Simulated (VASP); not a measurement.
# Al2O3 (P-6m2) in VASP: a series of runs

Al2O3 is run at these levels: PBE+D3(BJ); tasks: single point.

Everything below comes from runs of VASP 6.6.1. Logs are shortened: lines on timing, memory, paths and dates and some standing lists are left out, and cuts for length are marked.

**1. The cell of the first run**

Symmetry: P-6m2, No. 187, hexagonal system. The conventional cell has a = 2.867 Å, b = 2.867 Å, c = 7.296 Å, α = 90.00°, β = 90.00°, γ = 120.00°. Within 2.3 Å of Al (site symmetry 3m) lie 6 O at 1.74 to 2.16 Å. Within 2.3 Å of O (site symmetry 3m) lie 3 Al at 1.74 Å. Within 2.9 Å of O (site symmetry -6m2) lie 6 Al at 2.16 Å and 12 O at 2.54 to 2.87 Å.

**2. Single point, PBE+D3(BJ) (atoms shifted along a free coordinate)**

Contents of INCAR:

```
SYSTEM = Al2O3
PREC     = Accurate       ! precision mode
ENCUT    = 520            ! plane-wave cutoff, eV
EDIFF    = 1E-6           ! SCF threshold, eV
ISMEAR   = 0              ! smearing method
SIGMA    = 0.05           ! smearing width, eV
LREAL    = .FALSE.        ! projectors in reciprocal space
LASPH    = .TRUE.         ! aspherical terms in the spheres
NELM     = 100            ! most SCF steps
ALGO     = Normal         ! electronic algorithm
ISIF     = 2              ! what is computed and relaxed
LWAVE    = .FALSE.        ! write WAVECAR
LCHARG   = .FALSE.        ! write CHGCAR
GGA      = PE             ! functional
IVDW     = 12             ! dispersion correction
NBANDS   = 20             ! bands
```

Contents of KPOINTS:

```
regular mesh
0
G
  9 9 4
  0 0 0
```

Contents of POSCAR:

```
Al2O3
1.0
    2.8672039189      0.0000000000      0.0000000000
   -1.4336019595      2.4830714316      0.0000000000
    0.0000000000      0.0000000000      7.2962596973
Al O
2 3
Direct
    0.0000000000      0.0000000000      0.1907358529
    0.0000000000      0.0000000000      0.8092641471
    0.3333333333      0.6666666667      0.2635340166
    0.6666666667      0.3333333333      0.0000000000
    0.3333333333      0.6666666667      0.7364659834
```

Potentials or basis: VASP PAW PBE potentials, release 64 (Al, O).

Launch:

```bash
$ cat potpaw_PBE.64/Al/POTCAR potpaw_PBE.64/O/POTCAR > POTCAR
$ mpirun -np 1 vasp_std > vasp.out
```

OUTCAR:

```text
SYSTEM = Al2O3
   PREC = Accurate
   ENCUT = 520
   EDIFF = 1E-6
   ISMEAR = 0
   LREAL = .FALSE.
   LASPH = .TRUE.
   NELM = 100
   ISIF = 2
   GGA = PE
   IVDW = 12
 IVDW          = 12

 ion  position               nearest neighbor table
   1  0.000  0.000  0.191-   3 1.74   3 1.74   3 1.74   4 2.16   4 2.16   4 2.16   2 2.78
   2  0.000  0.000  0.809-   5 1.74   5 1.74   5 1.74   4 2.16   4 2.16   4 2.16   1 2.78
   3  0.333  0.667  0.264-   1 1.74   1 1.74   1 1.74
   4  0.667  0.333  0.000-   1 2.16   2 2.16   1 2.16   2 2.16   1 2.16   2 2.16
   5  0.333  0.667  0.736-   2 1.74   2 1.74   2 1.74

  LATTYP: Found a hexagonal cell.
 ALAT       =     2.8672039189
 C/A-ratio  =     2.5447299542

  Lattice vectors:

 A1 = (   2.8672039189,   0.0000000000,   0.0000000000)
 A2 = (  -1.4336019595,   2.4830714316,   0.0000000000)
 A3 = (   0.0000000000,   0.0000000000,   7.2962596973)

Analysis of symmetry for initial positions (statically):
=====================================================================
 Subroutine PRICEL returns:
 Original cell was already a primitive cell.

 Routine SETGRP: Setting up the symmetry group for a
 hexagonal supercell.

 Subroutine GETGRP returns: Found 12 space group operations
 (whereof 12 operations were pure point group operations)
 out of a pool of 24 trial point group operations.

The static configuration has the point symmetry D_3h.

Analysis of symmetry for dynamics (positions and initial velocities):
=====================================================================
 Subroutine PRICEL returns:
 Original cell was already a primitive cell.

 Routine SETGRP: Setting up the symmetry group for a
 hexagonal supercell.

 Subroutine GETGRP returns: Found 12 space group operations
 (whereof 12 operations were pure point group operations)
 out of a pool of 24 trial point group operations.

The dynamic configuration has the point symmetry D_3h.

 Subroutine INISYM returns: Found 12 space group operations
 (whereof 12 operations are pure point group operations),
 and found     1 'primitive' translations

----------------------------------------------------------------------------------------

                                     Primitive cell

  volume of cell :      51.9455

[... 93 lines left out ...]
   NELM   =    100;   NELMIN=  2; NELMDL= -5     # of ELM steps
   EDIFF  = 0.1E-05   stopping-criterion for ELM
   LREAL  =      F    real-space projection
   EDIFFG = 0.1E-04   stopping-criterion for IOM
   NSW    =      0    number of steps for IOM
   IBRION =     -1    ionic relax: 0-MD 1-quasi-New 2-CG
   NFREE  =      0    steps in history (QN), initial steepest desc. (CG)
   ISIF   =      2    stress and relaxation
   ISYM   =      2    0-nonsym 1-usesym 2-fastsym
   POTIM  = 0.5000    time-step for ionic-motion
   TEBEG  =    0.0;   TEEND  =   0.0 temperature during run
   PSTRESS=    0.0 pullay stress
   NELECT =      24.0000    total number of electrons
   NUPDOWN=      -1.0000    fix difference up-down
   EMIN   =  10.00;   EMAX   =-10.00  energy-range for DOS
   EFERMI =   0.00;   METHOD = LEGACY
   ISMEAR =     0;   SIGMA  =   0.05  broadening in eV -4-tet -1-fermi 0-gaus
   EFERMI_NEDOS =   21; number of points for ismear=-14 and -15
   IALGO  =     38    algorithm
   IMIX   =      4    mixing-type and parameters
     AMIX     =   0.40;   BMIX     =  1.00
     AMIX_MAG =   1.60;   BMIX_MAG =  1.00
  volume/ion in A,a.u.               =      10.39        70.11
  Fermi-wavevector in a.u.,A,eV,Ry     =   1.265598  2.391634 21.792983  1.601739
  Thomas-Fermi vector in A             =   2.398843
   LORBIT       =      0    0 simple, 1 ext, 2 COOP (PROOUT), +10 PAW based schemes
   GGA     = PE    functional components
   LHFCALC =     F    Hartree Fock is set to
   AEXX    =    0.0000 exact exchange contribution
   IVDW    =    12    specifies the selected vdW correction
   LEPSILON=     F    determine dielectric tensor
   LRPA    =     F    only Hartree local field effects (RPA)
 non-spin polarized calculation
 Gauss-broadening in eV      SIGMA  =   0.05
  energy-cutoff  :      520.00
  volume of cell :       51.95
 maximum number of plane-waves:      1419
 NGX is ok and might be reduce to    24
   NGX = 11   NGY = 11   NGZ = 27

 number of electron      24.0000003 magnetization

 Free energy of the ion-electron system (eV)
  ---------------------------------------------------
  ext. energy  EPLUGINS =         0.00000000
  ---------------------------------------------------
  free energy    TOTEN  =       -35.94443561 eV

  energy without entropy =      -35.94443561  energy(sigma->0) =      -35.94443561

 E-fermi :   4.3172     XC(G=0): -10.2036

 val. band max:        4.0065102155   @ k =   0.1111   0.1111   0.0000
 cond. band min:       8.8528224708   @ k =   0.0000   0.0000   0.0000
 fundamental gap:      4.8463122552
 Fermi energy:         4.3172044839

 k-point     1 :       0.0000    0.0000    0.0000
  band No.  band energies     occupation
      1     -15.3557      2.00000
      2     -14.6022      2.00000
      3     -12.4938      2.00000
      4      -0.8689      2.00000
      5       1.0290      2.00000
      6       1.5369      2.00000
[... 541 lines left out ...]
     19      17.5708      0.00000
     20      17.9020      0.00000

 [... further k-points ...]

------------------------ aborting loop because EDIFF is reached ----------------------------------------

 Edisp (eV)   -0.97597

 E8    (eV) :    -0.3690

  FORCE on cell =-STRESS in cart. coord.  units (eV):
  Direction    XX          YY          ZZ          XY          YZ          ZX
  --------------------------------------------------------------------------------------
  -------------------------------------------------------------------------------------
  Total       4.20577     4.20577     3.28340    -0.00000     0.00000     0.00000
  in kB     129.72021   129.72021   101.27137    -0.00000     0.00000     0.00000
  external pressure =      120.24 kB  Pullay stress =        0.00 kB

 VOLUME and BASIS-vectors are now :
 -----------------------------------------------------------------------------
  energy-cutoff  :      520.00
  volume of cell :       51.95
      direct lattice vectors                 reciprocal lattice vectors
     2.867203919  0.000000000  0.000000000     0.348771845  0.201363518  0.000000000
    -1.433601960  2.483071432  0.000000000     0.000000000  0.402727037  0.000000000
     0.000000000  0.000000000  7.296259697     0.000000000  0.000000000  0.137056525

 POSITION                                       TOTAL-FORCE (eV/Angst)
 -----------------------------------------------------------------------------------
      0.00000      0.00000      1.39166         0.000000     -0.000000     -2.343921
      0.00000      0.00000      5.90460         0.000000      0.000000      2.343921
     -0.00000      1.65538      1.92281        -0.000000      0.000000      2.661532
      1.43360      0.82769      0.00000         0.000000      0.000000      0.000000
     -0.00000      1.65538      5.37345        -0.000000      0.000000     -2.661532
 -----------------------------------------------------------------------------------
    total drift:                               -0.000000      0.000000      0.000000

  FREE ENERGIE OF THE ION-ELECTRON SYSTEM (eV)
  ---------------------------------------------------
  free  energy   TOTEN  =       -36.9204101860 eV

  energy  without entropy=      -36.9204101860  energy(sigma->0) =      -36.92041019
```

OSZICAR:

```text
N       E                     dE             d eps       ncg     rms          rms(c)
DAV:   1     0.107004938489E+03    0.10700E+03   -0.12905E+04  1440   0.111E+03
DAV:   2    -0.345393585436E+02   -0.14154E+03   -0.13834E+03  1692   0.253E+02
DAV:   3    -0.409760169752E+02   -0.64367E+01   -0.64185E+01  1896   0.551E+01
DAV:   4    -0.410252748088E+02   -0.49258E-01   -0.49252E-01  1736   0.529E+00
DAV:   5    -0.410260081019E+02   -0.73329E-03   -0.73329E-03  1872   0.626E-01    0.136E+01
DAV:   6    -0.360093795428E+02    0.50166E+01   -0.15991E+01  1608   0.276E+01    0.478E+00
DAV:   7    -0.359609581646E+02    0.48421E-01   -0.40258E-01  1680   0.432E+00    0.252E+00
DAV:   8    -0.359388654865E+02    0.22093E-01   -0.59913E-02  1824   0.241E+00    0.836E-01
DAV:   9    -0.359423845046E+02   -0.35190E-02   -0.25084E-02  1660   0.127E+00    0.216E-01
DAV:  10    -0.359439185375E+02   -0.15340E-02   -0.18239E-03  1532   0.291E-01    0.112E-01
DAV:  11    -0.359443948658E+02   -0.47633E-03   -0.67452E-04  1572   0.243E-01    0.209E-02
DAV:  12    -0.359444287755E+02   -0.33910E-04   -0.88107E-05  1704   0.683E-02    0.117E-02
DAV:  13    -0.359444363685E+02   -0.75930E-05   -0.23634E-05  1536   0.376E-02    0.703E-03
DAV:  14    -0.359444356134E+02    0.75509E-06   -0.31444E-06  1944   0.173E-02
   1 F= -.36920410E+02 E0= -.36920410E+02  d E =-.888967E-20
```

stdout:

```text
POSCAR found type information on POSCAR AlO
 POSCAR found :  2 types and       5 ions
 scaLAPACK will be used
 LDA part: xc-table for (Slater+PW92), standard interpolation
 POSCAR, INCAR and KPOINTS ok, starting setup
 FFT: planning ... GRIDC
 FFT: planning ... GRID_SOFT
 FFT: planning ... GRID
 WAVECAR not read
 entering main loop
```

Wall time 52 s (1 thread of Intel Xeon 8259CL, shared host); peak memory 0.2 GiB.

What came out:

| Item | Value |
| --- | --- |
| Free energy | -36.9204 eV |
| Pressure | 12.0 GPa |
| Largest force | 2.662 eV/Å |
| Band gap on the k mesh | 4.85 eV (least direct gap 5.09 eV) |
| Dispersion energy per atom | -0.195 eV |

Forces in eV/Å, atoms in the order of the input:
```
Al   0.000  0.000 -2.344
Al   0.000  0.000  2.344
O    0.000  0.000  2.662
O    0.000  0.000  0.000
O    0.000  0.000 -2.662
```

Caveat: the cell differs from its parent crystal (atoms shifted along a free coordinate); the cell stands under pressure; an odd mesh through Γ misses points on the zone boundary, where band edges can lie; forces of over 1 eV/Å act on the atoms, so gaps and moduli don't describe the material at rest.

**3. Single point, PBE+D3(BJ) (atoms shifted along a free coordinate)**

Contents of INCAR:

```
SYSTEM = Al2O3
PREC = Accurate
ENCUT = 520
EDIFF = 1E-7
ISMEAR = 0
SIGMA = 0.05
LREAL = .FALSE.
LASPH = .TRUE.
NELM = 100
ALGO = Normal
ISIF = 2
LWAVE = .FALSE.
LCHARG = .FALSE.
GGA = PE
IVDW = 12
NBANDS = 20
```

Contents of KPOINTS:

```
Automatic mesh
0
G
  9 9 4
  0 0 0
```

POSCAR: that of step 2 with these lines changed.

```diff
@@ -10,4 +10,4 @@
     0.0000000000      0.0000000000      0.8092641471
-    0.3333333333      0.6666666667      0.2635340166
+    0.3333333333      0.6666666667      0.2772396691
     0.6666666667      0.3333333333      0.0000000000
-    0.3333333333      0.6666666667      0.7364659834
+    0.3333333333      0.6666666667      0.7227603309
```

Potentials or basis: VASP PAW PBE potentials, release 64 (Al, O).

Launch:

```bash
$ cat potpaw_PBE.64/Al/POTCAR potpaw_PBE.64/O/POTCAR > POTCAR
$ mpirun -np 1 vasp_std > vasp.out
```

OUTCAR:

```text
SYSTEM = Al2O3
   PREC = Accurate
   ENCUT = 520
   EDIFF = 1E-7
   ISMEAR = 0
   LREAL = .FALSE.
   LASPH = .TRUE.
   NELM = 100
   ISIF = 2
   GGA = PE
   IVDW = 12
 IVDW          = 12

 ion  position               nearest neighbor table
   1  0.000  0.000  0.191-   3 1.77   3 1.77   3 1.77   4 2.16   4 2.16   4 2.16   2 2.78
   2  0.000  0.000  0.809-   5 1.77   5 1.77   5 1.77   4 2.16   4 2.16   4 2.16   1 2.78
   3  0.333  0.667  0.277-   1 1.77   1 1.77   1 1.77
   4  0.667  0.333  0.000-   1 2.16   2 2.16   1 2.16   2 2.16   1 2.16   2 2.16
   5  0.333  0.667  0.723-   2 1.77   2 1.77   2 1.77

  LATTYP: Found a hexagonal cell.
 ALAT       =     2.8672039189
 C/A-ratio  =     2.5447299542

  Lattice vectors:

 A1 = (   2.8672039189,   0.0000000000,   0.0000000000)
 A2 = (  -1.4336019595,   2.4830714316,   0.0000000000)
 A3 = (   0.0000000000,   0.0000000000,   7.2962596973)

Analysis of symmetry for initial positions (statically):
=====================================================================
 Subroutine PRICEL returns:
 Original cell was already a primitive cell.
[... 178 lines left out ...]

 val. band max:        3.8253533983   @ k =   0.1111   0.1111   0.0000
 cond. band min:       8.5627593260   @ k =   0.0000   0.0000   0.0000
 fundamental gap:      4.7374059277
 Fermi energy:         4.1426327846

 k-point     1 :       0.0000    0.0000    0.0000
  band No.  band energies     occupation
      1     -15.2703      2.00000
      2     -14.2993      2.00000
      3     -12.8983      2.00000
      4      -1.2192      2.00000
      5       1.0914      2.00000
      6       1.9273      2.00000
[... 541 lines left out ...]
     19      17.3697      0.00000
     20      17.4301      0.00000

 [... further k-points ...]

------------------------ aborting loop because EDIFF is reached ----------------------------------------

 Edisp (eV)   -0.97301

 E8    (eV) :    -0.3678

  FORCE on cell =-STRESS in cart. coord.  units (eV):
  Direction    XX          YY          ZZ          XY          YZ          ZX
  --------------------------------------------------------------------------------------
  -------------------------------------------------------------------------------------
  Total       1.28238     1.28238     1.15318    -0.00000     0.00000     0.00000
  in kB      39.55309    39.55309    35.56806    -0.00000     0.00000     0.00000
  external pressure =       38.22 kB  Pullay stress =        0.00 kB

 VOLUME and BASIS-vectors are now :
 -----------------------------------------------------------------------------
  energy-cutoff  :      520.00
  volume of cell :       51.95
      direct lattice vectors                 reciprocal lattice vectors
     2.867203919  0.000000000  0.000000000     0.348771845  0.201363518  0.000000000
    -1.433601960  2.483071432  0.000000000     0.000000000  0.402727037  0.000000000
     0.000000000  0.000000000  7.296259697     0.000000000  0.000000000  0.137056525

 POSITION                                       TOTAL-FORCE (eV/Angst)
 -----------------------------------------------------------------------------------
      0.00000      0.00000      1.39166        -0.000000      0.000000     -0.769550
      0.00000      0.00000      5.90460        -0.000000      0.000000      0.769550
     -0.00000      1.65538      2.02281         0.000000     -0.000000      0.868734
      1.43360      0.82769      0.00000        -0.000000      0.000000      0.000000
     -0.00000      1.65538      5.27345         0.000000     -0.000000     -0.868734
 -----------------------------------------------------------------------------------
    total drift:                                0.000000     -0.000000      0.000000

  FREE ENERGIE OF THE ION-ELECTRON SYSTEM (eV)
  ---------------------------------------------------
  free  energy   TOTEN  =       -37.2739193558 eV

  energy  without entropy=      -37.2739193558  energy(sigma->0) =      -37.27391936
```

OSZICAR:

```text
N       E                     dE             d eps       ncg     rms          rms(c)
DAV:   1     0.103769998508E+03    0.10377E+03   -0.12862E+04  1440   0.111E+03
DAV:   2    -0.346224572967E+02   -0.13839E+03   -0.13492E+03  1688   0.251E+02
DAV:   3    -0.408743973080E+02   -0.62519E+01   -0.62340E+01  1908   0.542E+01
DAV:   4    -0.409207245782E+02   -0.46327E-01   -0.46321E-01  1760   0.513E+00
DAV:   5    -0.409214103082E+02   -0.68573E-03   -0.68572E-03  1816   0.607E-01    0.130E+01
DAV:   6    -0.363158487705E+02    0.46056E+01   -0.14453E+01  1588   0.271E+01    0.460E+00
DAV:   7    -0.363071722053E+02    0.86766E-02   -0.46957E-01  1720   0.457E+00    0.250E+00
DAV:   8    -0.362955721322E+02    0.11600E-01   -0.52660E-02  1792   0.226E+00    0.802E-01
DAV:   9    -0.362992423016E+02   -0.36702E-02   -0.17227E-02  1628   0.113E+00    0.192E-01
DAV:  10    -0.363005161393E+02   -0.12738E-02   -0.26518E-03  1652   0.366E-01    0.132E-01
DAV:  11    -0.363008634354E+02   -0.34730E-03   -0.62213E-04  1620   0.282E-01    0.320E-02
DAV:  12    -0.363009066311E+02   -0.43196E-04   -0.12136E-04  1664   0.874E-02    0.140E-02
DAV:  13    -0.363009128006E+02   -0.61695E-05   -0.43789E-05  1652   0.498E-02    0.819E-03
DAV:  14    -0.363009123159E+02    0.48468E-06   -0.42779E-06  1844   0.223E-02    0.209E-03
DAV:  15    -0.363009125769E+02   -0.26099E-06   -0.87448E-07  1652   0.683E-03    0.747E-04
DAV:  16    -0.363009125446E+02    0.32273E-07   -0.68541E-08  1416   0.205E-03
   1 F= -.37273919E+02 E0= -.37273919E+02  d E =-.170130E-20
```

stdout:

```text
POSCAR found type information on POSCAR AlO
 POSCAR found :  2 types and       5 ions
 scaLAPACK will be used
 LDA part: xc-table for (Slater+PW92), standard interpolation
 POSCAR, INCAR and KPOINTS ok, starting setup
 FFT: planning ... GRIDC
 FFT: planning ... GRID_SOFT
 FFT: planning ... GRID
 WAVECAR not read
 entering main loop
```

Run time: 53 s. Hardware: 1 thread of Intel Xeon 8259CL, shared host; peak memory 0.2 GiB.

Results:

| Quantity | Value |
| --- | --- |
| Free energy | -37.2739 eV |
| Pressure | 3.8 GPa |
| Largest force | 0.869 eV/Å |
| Band gap on the k mesh | 4.74 eV (least direct gap 4.89 eV) |
| Dispersion energy per atom | -0.195 eV |

Forces in eV/Å, atoms in the order of the input:
```
Al   0.000  0.000 -0.770
Al   0.000  0.000  0.770
O    0.000  0.000  0.869
O    0.000  0.000  0.000
O    0.000  0.000 -0.869
```

Stress tensor (GPa, compression positive):
```
3.96 0.00 0.00
0.00 3.96 0.00
0.00 0.00 3.56
```

Caveat: the cell differs from its parent crystal (atoms shifted along a free coordinate); the cell stands under pressure; an odd mesh through Γ misses points on the zone boundary, where band edges can lie.
